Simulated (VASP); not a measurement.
Here is a VASP 6.6.1 calculation.

File INCAR:

```
SYSTEM = Mo12N
  PREC = Accurate
  ENCUT = 520
  EDIFF = 1E-6
  ISMEAR = 0
  SIGMA = 0.1
  LREAL = .FALSE.
  LASPH = .TRUE.
  NELM = 80
  ALGO = Normal
  ISIF = 2
  LWAVE = .FALSE.
  LCHARG = .TRUE.
  LDIPOL = .TRUE.
  IDIPOL = 3
  DIPOL = 0.5 0.5 0.325
  GGA = PE
  LELF = .TRUE.
  LVHAR = .TRUE.
  LVACPOTAV = .TRUE.
  NBANDS = 98
```

Contents of KPOINTS:

```
regular mesh
0
G
  5 5 1
  0 0 0
```

The input POSCAR:

```
Mo12N
1.0
    5.4740909335      0.0000000000      0.0000000000
   -1.8246969778      5.1610224265      0.0000000000
    0.0000000000      0.0000000000     19.8082441086
Mo N
12 1
Direct
    0.2500000000      0.2500000000      0.2019361221
    0.2500000000      0.7500000000      0.2019361221
    0.7500000000      0.2500000000      0.2019361221
    0.7500000000      0.7500000000      0.2019361221
    0.0000000000      0.0000000000      0.3106875862
    0.0000000000      0.5000000000      0.3106875862
    0.5000000000      0.0000000000      0.3106875862
    0.5000000000      0.5000000000      0.3106875862
    0.2500000000      0.2500000000      0.4194336491
    0.2500000000      0.7500000000      0.4194336491
    0.7500000000      0.2500000000      0.4194336491
    0.7500000000      0.7500000000      0.4194336491
    0.3333333333      0.6666666667      0.4991498329
```

Potentials or basis: VASP PAW PBE potentials, release 64 (Mo_sv, N).

The run is started by

```sh
$ cat potpaw_PBE.64/Mo_sv/POTCAR potpaw_PBE.64/N/POTCAR > POTCAR
$ mpirun -np 1 vasp_std > vasp.out
```

What does it give for the band gap on the k mesh?

Zero (an odd number of electrons rules out a gap without spin polarisation).

Estimate the largest force.

1.608 eV/Å.

Forces on the atoms (eV/Å):
```
Mo  -0.008  0.000 -0.197
Mo  -0.061  0.043  0.021
Mo   0.061 -0.043  0.319
Mo  -0.003  0.007 -0.197
Mo   0.036 -0.026  0.129
Mo  -0.308 -0.407 -0.837
Mo   0.281  0.426 -0.837
Mo  -0.095  0.067  0.058
Mo  -0.096  0.181  0.611
Mo  -0.648  0.458  0.850
Mo  -0.268  0.190 -0.589
Mo  -0.203  0.030  0.611
N    1.312 -0.928  0.058
```
